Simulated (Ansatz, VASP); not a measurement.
**Pt in VASP and in Ansatz**

POSCAR

```
Pt
1.0
    0.0000000000      1.9335114647      1.9335114647
    1.9335114647      0.0000000000      1.9335114647
    1.9335114647      1.9335114647      0.0000000000
Pt
1
Direct
    0.0000000000      0.0000000000      0.0000000000
```

File INCAR.step1:

```
SYSTEM = Pt
ALGO     = Normal         ! electronic algorithm
EDIFF    = 1E-5           ! SCF threshold, eV
ENCUT    = 550            ! plane-wave cutoff, eV
GGA      = PE             ! functional
GGA_COMPAT= .FALSE.      
ISMEAR   = 0              ! smearing method
LASPH    = .TRUE.         ! aspherical terms in the spheres
LCHARG   = .FALSE.        ! write CHGCAR
LMAXMIX  = 4              ! l up to which the mixer works
LREAL    = .FALSE.        ! projectors in reciprocal space
LSORBIT  = .TRUE.         ! spin-orbit coupling
LWAVE    = .TRUE.         ! write WAVECAR
MAGMOM   = 0 0 0          ! initial moments
NBANDS   = 29             ! bands
NELM     = 200            ! most SCF steps
PREC     = Accurate       ! precision mode
SIGMA    = 0.05           ! smearing width, eV
```

INCAR.step2

```
SYSTEM = Pt
ALGO     = Normal         ! electronic algorithm
EDIFF    = 1E-6           ! SCF threshold, eV
ENCUT    = 550            ! plane-wave cutoff, eV
GGA_COMPAT= .FALSE.      
ISIF     = 2              ! what is computed and relaxed
ISMEAR   = 0              ! smearing method
ISTART   = 1            
LASPH    = .TRUE.         ! aspherical terms in the spheres
LCHARG   = .TRUE.         ! write CHGCAR
LMAXMIX  = 4              ! l up to which the mixer works
LMIXTAU  = .TRUE.       
LORBIT   = 11             ! projections on sites
LORBMOM  = .TRUE.       
LREAL    = .FALSE.        ! projectors in reciprocal space
LSORBIT  = .TRUE.         ! spin-orbit coupling
LVHAR    = .TRUE.       
LWAVE    = .FALSE.        ! write WAVECAR
MAGMOM   = 0 0 0          ! initial moments
METAGGA  = R2SCAN         ! meta-GGA
NBANDS   = 29             ! bands
NELM     = 200            ! most SCF steps
PREC     = Accurate       ! precision mode
SIGMA    = 0.05           ! smearing width, eV
```

The input KPOINTS:

```
k-points
0
G
  8 8 8
  0 0 0
```

Input for Ansatz:

```yaml
crystal:
  lattice:
    - [0.0, 1.9335114647, 1.9335114647]
    - [1.9335114647, 0.0, 1.9335114647]
    - [1.9335114647, 1.9335114647, 0.0]
  atoms:
    - { symbol: Pt, position: [0.0, 0.0, 0.0] }
basis:
  ecutwfc: 500
  ecutrho_ratio: 4
kpoints:
  mp_grid: { grid: [8, 8, 8] }
hamiltonian:
  xc: r2scan
scf:
  occupations: { method: gaussian, width: 0.05 }
output:
  forces: true
  stress: true
  eigenvalues: true
  populations: true
  topological_invariants: true
magnetization:
  noncollinear: true
  spin_orbit: true
```

Alike in both runs: task single point; functional r2SCAN; k mesh 8 × 8 × 8; occupations gaussian, width 0.05 eV; non-collinear spin, spin-orbit coupling.

|  | VASP | Ansatz |
| --- | --- | --- |
| version | VASP 6.6.1 | Ansatz 0.2.0 |
| potentials or method | VASP PAW PBE potentials, release 64 (Pt_sv_GW), cutoff 550 eV | plane waves, PAW |
| valence electrons in the cell | 18 | 18 |

```tsv
	VASP	Ansatz	Ansatz less VASP
pressure (GPa)	17.2	17.9	+0.71
net moment per atom (μB)	0.00	0.00	0.000
```

VASP's potentials were made for PBE, not for r2SCAN. With one functional, cell and mesh, what is left measures potentials, basis and numerics.
